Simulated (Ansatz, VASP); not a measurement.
**One calculation of Zr, two programs**

```xyz
2
Lattice="3.0182 0.0000 0.0000 -1.5091 2.6138 0.0000 0.0000 0.0000 4.9800" Properties=species:S:1:pos:R:3 pbc="T T T"
Zr    0.0000    1.7425    1.2450
Zr    1.5091    0.8713    3.7350
```

Change from the starting cell: volume scaled by 0.84, LAPW.

Alike in both runs: task single point; functional PBE; k mesh 15 × 15 × 8; occupations fermi-dirac, width 0.05 eV; no spin polarisation.

```csv
,VASP,Ansatz
version,VASP 6.6.1,Ansatz 0.2.0
potentials or method,"VASP PAW PBE potentials, release 64 (Zr_sv), cutoff 520 eV","all-electron LAPW, scalar-relativistic"
```

```tsv
	VASP	Ansatz	Ansatz less VASP
pressure (GPa)	21.1	21.1	0.00
```

Ansatz ran all-electron here, and VASP with PAW potentials.
